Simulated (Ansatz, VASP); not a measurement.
KMgF3: VASP beside Ansatz

```xyz
5
Lattice="3.9909 0.0000 0.0000 0.0000 3.9909 0.0000 0.0000 0.0000 3.9909" Properties=species:S:1:pos:R:3 pbc="T T T"
K     1.9954    1.9954    1.9954
Mg    0.0000    0.0000    0.0000
F     1.9954    0.0000    0.0000
F     0.0000    1.9954    0.0000
F     0.0000    0.0000    1.9954
```

Alike in both runs: functional PBEsol; k mesh 6 × 6 × 6; occupations gaussian, width 0.02 eV; no spin polarisation.

Ansatz relaxed the structure, and its values are those at the end. VASP's run is a single point on that final structure, the one shown.

```csv
,VASP,Ansatz
version,VASP 6.6.1,Ansatz 0.2.0
potentials or method,"VASP PAW PBE potentials, release 64 (K_sv, Mg, F), cutoff 520 eV","scalar-relativistic, plane waves, PAW"
valence electrons in the cell,32,40
```

VASP gave:

- gap on the k mesh at the Fermi level (eV): 7.10
- least direct gap on the mesh (eV): 7.42
- pressure (GPa): -0.3

Q: Which values does Ansatz return?

A: gap on the k mesh at the Fermi level (eV): 7.12; least direct gap on the mesh (eV): 7.44; pressure (GPa): 0.0.

VASP's potentials were made for PBE, not for PBEsol. VASP's potentials hold 32 valence electrons a cell and Ansatz's 40, so a difference there can come from the potentials and not from the codes.
